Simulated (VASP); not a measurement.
# Ir3Cl in VASP: notebook

Runs on Ir3Cl. Level: PBE. Tasks: single point.

All numbers are computed with VASP 6.6.1; they aren't measurements. Logs are shortened: lines on timing, memory, paths and dates and some standing lists are left out, and cuts for length are marked.

## Step 1: The cell of the first run

The cell holds a slab with vacuum, 4 atoms: a = 2.737 Å, b = 2.737 Å, c = 19.843 Å, α = 90.00°, β = 90.00°, γ = 120.00°.

## Step 2: Single point, PBE

The input, INCAR:

```
SYSTEM = Ir3Cl
  PREC = Accurate
  ENCUT = 520
  EDIFF = 1E-6
  ISMEAR = 0
  SIGMA = 0.1
  LREAL = .False.
  LASPH = .True.
  NELM = 60
  ALGO = Normal
  ISIF = 2
  LWAVE = .False.
  LCHARG = .False.
  LDIPOL = .True.
  IDIPOL = 3
  DIPOL = 0.5 0.5 0.367
  GGA = PE
  NBANDS = 25
```

The input, KPOINTS:

```
Automatic mesh
0
Gamma
  12 12 1
  0 0 0
```

The input, POSCAR:

```
Ir3Cl
1.0
    2.7367600872      0.0000000000      0.0000000000
   -1.3683800436      2.3701037596      0.0000000000
    0.0000000000      0.0000000000     19.8425800730
Ir Cl
3 1
Direct
    0.6666666667      0.3333333333      0.2015866881
    0.3333333333      0.6666666667      0.3110139949
    0.0000000000      0.0000000000      0.4204382718
    0.0000000000      0.0000000000      0.5346244506
```

Potentials or basis: VASP PAW PBE potentials, release 64 (Ir, Cl).

Started as:

```bash
> cat potpaw_PBE.64/Ir/POTCAR potpaw_PBE.64/Cl/POTCAR > POTCAR
> mpirun -np 1 vasp_std > vasp.out
```

OUTCAR:

```text
SYSTEM = Ir3Cl
   PREC = Accurate
   ENCUT = 520
   EDIFF = 1E-6
   ISMEAR = 0
   LREAL = .False.
   LASPH = .True.
   NELM = 60
   ISIF = 2
   GGA = PE

 ion  position               nearest neighbor table
   1  0.667  0.333  0.202-   2 2.69   2 2.69   2 2.69
   2  0.333  0.667  0.311-   3 2.69   3 2.69   3 2.69   1 2.69   1 2.69   1 2.69
   3  0.000  0.000  0.420-   4 2.27   2 2.69   2 2.69   2 2.69
   4  0.000  0.000  0.535-   3 2.27

  LATTYP: Found a hexagonal cell.
 ALAT       =     2.7367600872
 C/A-ratio  =     7.2503907689

  Lattice vectors:

 A1 = (   2.7367600872,   0.0000000000,   0.0000000000)
 A2 = (  -1.3683800436,   2.3701037596,   0.0000000000)
 A3 = (   0.0000000000,   0.0000000000,  19.8425800730)

Analysis of symmetry for initial positions (statically):
=====================================================================
 Subroutine PRICEL returns:
 Original cell was already a primitive cell.

 Routine SETGRP: Setting up the symmetry group for a
 hexagonal supercell.

 Subroutine GETGRP returns: Found  6 space group operations
 (whereof  6 operations were pure point group operations)
 out of a pool of 24 trial point group operations.

The static configuration has the point symmetry C_3v.

Analysis of symmetry for dynamics (positions and initial velocities):
=====================================================================
 Subroutine PRICEL returns:
 Original cell was already a primitive cell.

 Routine SETGRP: Setting up the symmetry group for a
 hexagonal supercell.

 Subroutine GETGRP returns: Found  6 space group operations
 (whereof  6 operations were pure point group operations)
 out of a pool of 24 trial point group operations.

The dynamic configuration has the point symmetry C_3v.

 Subroutine INISYM returns: Found  6 space group operations
 (whereof  6 operations are pure point group operations),
 and found     1 'primitive' translations

----------------------------------------------------------------------------------------

                                     Primitive cell

  volume of cell :     128.7070

  direct lattice vectors                    reciprocal lattice vectors
     2.736760087  0.000000000  0.000000000     0.365395566  0.210961228  0.000000000
    -1.368380044  2.370103760  0.000000000     0.000000000  0.421922456  0.000000000
     0.000000000  0.000000000 19.842580073     0.000000000  0.000000000  0.050396672

  length of vectors
     2.736760087  2.736760087 19.842580073     0.421922456  0.421922456  0.050396672

  position of ions in fractional coordinates (direct lattice)
     0.666666667  0.333333333  0.201586688
     0.333333333  0.666666667  0.311013995
     0.000000000  0.000000000  0.420438272
     0.000000000  0.000000000  0.534624451

  ion indices of the primitive-cell ions
   primitive index   ion index
                 1           1
                 2           2
                 3           3
                 4           4

----------------------------------------------------------------------------------------

 KPOINTS: Automatic mesh

Automatic generation of k-mesh.
 Grid dimensions read from file:
 generate k-points for:   12   12    1

 Generating k-lattice:

  Cartesian coordinates                     Fractional coordinates (reciprocal lattice)
     0.030449630  0.017580102  0.000000000     0.083333333  0.000000000  0.000000000
     0.000000000  0.035160205  0.000000000     0.000000000  0.083333333  0.000000000
     0.000000000  0.000000000  0.050396672     0.000000000  0.000000000  1.000000000

  Length of vectors
     0.035160205  0.035160205  0.050396672

  Shift w.r.t. Gamma in fractional coordinates (k-lattice)
     0.000000000  0.000000000  0.000000000

 Subroutine IBZKPT returns following result:
 ===========================================

 Found     19 irreducible k-points:

 Following reciprocal coordinates:
            Coordinates               Weight
  0.000000  0.000000  0.000000      1.000000
  0.083333 -0.000000  0.000000      6.000000
  0.166667 -0.000000  0.000000      6.000000
  0.250000 -0.000000  0.000000      6.000000
  0.333333 -0.000000  0.000000      6.000000
  0.416667 -0.000000  0.000000      6.000000
[... 11 lines left out ...]
  0.333333  0.250000  0.000000     12.000000
  0.333333  0.333333  0.000000      2.000000
   k-points           NKPTS =     19   k-points in BZ     NKDIM =     19   number of bands    NBANDS=     25
   number of dos      NEDOS =    301   number of ions     NIONS =      4
   total plane-waves  NPLWV =  60000
   dimension x,y,z NGX =    20 NGY =   20 NGZ =  150
   dimension x,y,z NGXF=    40 NGYF=   40 NGZF=  300
   ions per type =               3   1
   NGX,Y,Z   is equivalent  to a cutoff of  12.15, 12.15, 12.57 a.u.
   NGXF,Y,Z  is equivalent  to a cutoff of  24.30, 24.30, 25.13 a.u.
 SYSTEM =  Ir3Cl
   PREC   = accura    normal or accurate (medium, high low for compatibility)
   ISTART =      0    job   : 0-new  1-cont  2-samecut
   ICHARG =      2    charge: 1-file 2-atom 10-const
   ISPIN  =      1    spin polarized calculation?
   LNONCOLLINEAR =      F non collinear calculations
   LSORBIT =      F    spin-orbit coupling
   LASPH  =      T    aspherical Exc in radial PAW
   ENCUT  =  520.0 eV  38.22 Ry    6.18 a.u.   5.09  5.09 36.89*2*pi/ulx,y,z
   NELM   =     60;   NELMIN=  2; NELMDL= -5     # of ELM steps
   EDIFF  = 0.1E-05   stopping-criterion for ELM
   LREAL  =      F    real-space projection
   EDIFFG = 0.1E-04   stopping-criterion for IOM
   NSW    =      0    number of steps for IOM
   IBRION =     -1    ionic relax: 0-MD 1-quasi-New 2-CG
   NFREE  =      0    steps in history (QN), initial steepest desc. (CG)
   ISIF   =      2    stress and relaxation
   ISYM   =      2    0-nonsym 1-usesym 2-fastsym
   POTIM  = 0.5000    time-step for ionic-motion
   TEBEG  =    0.0;   TEEND  =   0.0 temperature during run
   PSTRESS=    0.0 pullay stress
   NELECT =      34.0000    total number of electrons
   NUPDOWN=      -1.0000    fix difference up-down
   EMIN   =  10.00;   EMAX   =-10.00  energy-range for DOS
   EFERMI =   0.00;   METHOD = LEGACY
   ISMEAR =     0;   SIGMA  =   0.10  broadening in eV -4-tet -1-fermi 0-gaus
   EFERMI_NEDOS =   21; number of points for ismear=-14 and -15
   IALGO  =     38    algorithm
   IMIX   =      4    mixing-type and parameters
     AMIX     =   0.40;   BMIX     =  1.00
     AMIX_MAG =   1.60;   BMIX_MAG =  1.00
  volume/ion in A,a.u.               =      32.18       217.14
  Fermi-wavevector in a.u.,A,eV,Ry     =   1.050430  1.985025 15.012708  1.103403
  Thomas-Fermi vector in A             =   2.185433
   LORBIT       =      0    0 simple, 1 ext, 2 COOP (PROOUT), +10 PAW based schemes
   GGA     = PE    functional components
   LHFCALC =     F    Hartree Fock is set to
   AEXX    =    0.0000 exact exchange contribution
   IVDW    =     0    specifies the selected vdW correction
   LEPSILON=     F    determine dielectric tensor
   LRPA    =     F    only Hartree local field effects (RPA)
 non-spin polarized calculation
 Gauss-broadening in eV      SIGMA  =   0.10
  energy-cutoff  :      520.00
  volume of cell :      128.71
 maximum number of plane-waves:      3499
   NGX = 11   NGY = 11   NGZ = 73

 dipolmoment           0.000000      0.000000      0.135124 electrons x Angstroem

 number of electron      34.0000003 magnetization

 dipolmoment           0.000000      0.000000     -0.019698 electrons x Angstroem

 Free energy of the ion-electron system (eV)
  ---------------------------------------------------
  ext. energy  EPLUGINS =         0.00000000
  ---------------------------------------------------
  free energy    TOTEN  =       -26.99823951 eV

  energy without entropy =      -26.98217357  energy(sigma->0) =      -26.99020654

 E-fermi :   1.3719     XC(G=0):  -6.7415

 val. band max:        1.3323998309   @ k =   0.3333   0.1667   0.0000
 cond. band min:       1.3835040431   @ k =   0.3333  -0.0000   0.0000
 fundamental gap:      0.0511042121
 Fermi energy:         1.3719458657

 k-point     1 :       0.0000    0.0000    0.0000
  band No.  band energies     occupation
      1     -16.4444      2.00000
      2      -8.8174      2.00000
      3      -6.8492      2.00000
      4      -6.3232      2.00000
      5      -5.2638      2.00000
      6      -2.4623      2.00000
[... 17 lines left out ...]
     24       6.3020      0.00000
     25       7.0259      0.00000

 k-point     2 :       0.0833   -0.0000    0.0000
  band No.  band energies     occupation
      1     -16.3214      2.00000
      2      -8.5620      2.00000
      3      -6.6029      2.00000
      4      -6.0737      2.00000
      5      -5.1645      2.00000
      6      -2.6827      2.00000
[... 17 lines left out ...]
     24       6.4819      0.00000
     25       7.2716      0.00000

 k-point     3 :       0.1667   -0.0000    0.0000
  band No.  band energies     occupation
      1     -15.9636      2.00000
      2      -7.8606      2.00000
      3      -5.9877      2.00000
      4      -5.4477      2.00000
      5      -4.8711      2.00000
      6      -3.1709      2.00000
[... 17 lines left out ...]
     24       7.0022      0.00000
     25       7.9943      0.00000

 k-point     4 :       0.2500   -0.0000    0.0000
  band No.  band energies     occupation
      1     -15.4104      2.00000
      2      -6.9497      2.00000
      3      -5.4713      2.00000
      4      -5.0178      2.00000
      5      -4.4029      2.00000
      6      -3.8775      2.00000
[... 17 lines left out ...]
     24       7.8152      0.00000
     25       9.0341      0.00000

 k-point     5 :       0.3333   -0.0000    0.0000
  band No.  band energies     occupation
      1     -14.7485      2.00000
      2      -6.2935      2.00000
      3      -5.4943      2.00000
      4      -5.0947      2.00000
      5      -4.6625      2.00000
      6      -4.1876      2.00000
[... 17 lines left out ...]
     24       8.7992      0.00000
     25       9.8449      0.00000

 k-point     6 :       0.4167   -0.0000    0.0000
  band No.  band energies     occupation
      1     -14.1530      2.00000
      2      -6.1971      2.00000
      3      -5.8118      2.00000
      4      -5.5605      2.00000
      5      -5.0614      2.00000
      6      -4.6690      2.00000
[... 17 lines left out ...]
     24       9.1084      0.00000
     25       9.7248      0.00000
[... 253 lines left out ...]
 k-point    16 :       0.4167    0.1667    0.0000
  band No.  band energies     occupation
      1     -13.7215      2.00000
      2      -5.8995      2.00000
      3      -5.3974      2.00000
      4      -5.1300      2.00000
      5      -4.7460      2.00000
      6      -4.0102      2.00000
[... 17 lines left out ...]
     24       9.3872      0.00000
     25      10.1146      0.00000

 k-point    17 :       0.2500    0.2500    0.0000
  band No.  band energies     occupation
      1     -13.9637      2.00000
      2      -5.3602      2.00000
      3      -4.9976      2.00000
      4      -4.7085      2.00000
      5      -4.3758      2.00000
      6      -3.8813      2.00000
[... 17 lines left out ...]
     24       9.5808      0.00000
     25      10.3988      0.00000

 k-point    18 :       0.3333    0.2500    0.0000
  band No.  band energies     occupation
      1     -13.6176      2.00000
      2      -5.4018      2.00000
      3      -4.9651      2.00000
      4      -4.5843      2.00000
      5      -4.3759      2.00000
      6      -4.0025      2.00000
[... 17 lines left out ...]
     24       9.4229      0.00000
     25       9.8911      0.00000

 k-point    19 :       0.3333    0.3333    0.0000
  band No.  band energies     occupation
      1     -13.4912      2.00000
      2      -4.8887      2.00000
      3      -4.7651      2.00000
      4      -4.7077      2.00000
      5      -4.2691      2.00000
      6      -4.1178      2.00000
[... 17 lines left out ...]
     24       8.9892      0.00000
     25      10.2037      0.00000

------------------------ aborting loop because EDIFF is reached ----------------------------------------

 vacuum level on the upper side and lower side of the slab       (xc-potential included)        -0.356         0.086

  FORCE on cell =-STRESS in cart. coord.  units (eV):
  Direction    XX          YY          ZZ          XY          YZ          ZX
  --------------------------------------------------------------------------------------
  -------------------------------------------------------------------------------------
  Total        2.4333127      2.4333127      1.1112417      0.0000000      0.0000000     -0.0000000
  in kB       30.2904882     30.2904882     13.8330161      0.0000000      0.0000000     -0.0000000
  external PRESSURE =      24.8046642 kB  Pullay stress =       0.0000000 kB

 VOLUME and BASIS-vectors are now :
 -----------------------------------------------------------------------------
  energy-cutoff  :      520.00
  volume of cell :      128.71
      direct lattice vectors                 reciprocal lattice vectors
     2.736760087  0.000000000  0.000000000     0.365395566  0.210961228  0.000000000
    -1.368380044  2.370103760  0.000000000     0.000000000  0.421922456  0.000000000
     0.000000000  0.000000000 19.842580073     0.000000000  0.000000000  0.050396672

 POSITION                                       TOTAL-FORCE (eV/Angst)
 -----------------------------------------------------------------------------------
      1.36838      0.79003      4.00000         0.000000      0.000000     -0.293405
     -0.00000      1.58007      6.17132         0.000000      0.000000      0.087721
      0.00000      0.00000      8.34258        -0.000000      0.000000      0.175104
      0.00000      0.00000     10.60833         0.000000     -0.000000      0.030580
 -----------------------------------------------------------------------------------
    total drift:                                0.000000      0.000000      0.000527

  FREE ENERGIE OF THE ION-ELECTRON SYSTEM (eV)
  ---------------------------------------------------
  free  energy   TOTEN  =       -26.9982395083 eV

  energy  without entropy=      -26.9821735747  energy(sigma->0) =      -26.99020654

 vacuum level on the upper side and lower side of the slab         6.159         6.632
```

Run time: 99 s. Hardware: 1 thread of Intel Xeon Platinum 8375C at 2.90GHz (Ice Lake), shared host; peak memory 0.26 GiB.

Results:

| Item | Value |
| --- | --- |
| Free energy | -26.9982 eV |
| Largest force | 0.293 eV/Å |
| Band gap on the k mesh | zero (bands 17 and 18 overlap by 1.67 eV) |

Forces on the atoms (eV/Å):
```
Ir   0.000  0.000 -0.293
Ir   0.000  0.000  0.088
Ir   0.000  0.000  0.175
Cl   0.000  0.000  0.031
```

Caveat: spin-orbit coupling is left out, which moves the levels of the heavy elements.

(Part 1 of 2 ends here.)

The gap in the log of VASP goes by the Fermi energy; the results here count the filled bands.